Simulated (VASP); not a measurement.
A run of VASP 6.6.1 is set up as follows.

POSCAR

```
BaS
1.0
    3.1484425252      3.1484425252      0.0000000000
   -3.1484425252      3.1484425252      0.0000000000
    0.0000000000      3.1484425252      3.2512488117
Ba S
1 1
Direct
    0.0000000000      0.0000000000      0.0000000000
    0.5000000000      0.5000000000      0.0000000000
```

The input INCAR.step1:

```
  ALGO = Normal
  EDIFF = 1E-4
  ENCUT = 520
  GGA = PE
  ISMEAR = 0
  LASPH = True
  LCHARG = False
  LREAL = False
  LWAVE = True
  NBANDS = 15
  NELM = 80
  PREC = Accurate
  SIGMA = 0.01
```

The input INCAR.step2:

```
  ALGO = Normal
  EDIFF = 1E-6
  ENCUT = 520
  ISIF = 2
  ISMEAR = 0
  ISTART = 1
  LASPH = True
  LCHARG = False
  LMIXTAU = True
  LREAL = False
  LWAVE = False
  METAGGA = R2SCAN
  NBANDS = 15
  NELM = 80
  PREC = Accurate
  SIGMA = 0.01
```

KPOINTS

```
k-points
0
Gamma
  6 6 6
```

Potentials or basis: VASP PAW PBE potentials, release 64 (Ba_sv, S).

Run with:

```sh
$ cat potpaw_PBE.64/Ba_sv/POTCAR potpaw_PBE.64/S/POTCAR > POTCAR
$ cp INCAR.step1 INCAR
$ mpirun -np 1 vasp_std > vasp.out
$ cp INCAR.step2 INCAR
$ mpirun -np 1 vasp_std > vasp.out
```

Question: Estimate the pressure.

Answer: 2.1 GPa.

Question: Estimate the band gap on the k mesh.

Answer: 2.40 eV (least direct gap 2.52 eV).

Stress tensor (GPa, compression positive):
```
3.13 0.00 0.00
0.00 3.13 0.00
0.00 0.00 0.03
```

Caveat: the cell differs from its parent crystal (in-plane strain -0.02); the PAW data sets were made with another functional, which shifts forces and pressure a little; spin-orbit coupling is left out, which moves the levels of the heavy elements. A k mesh can miss the band edges.
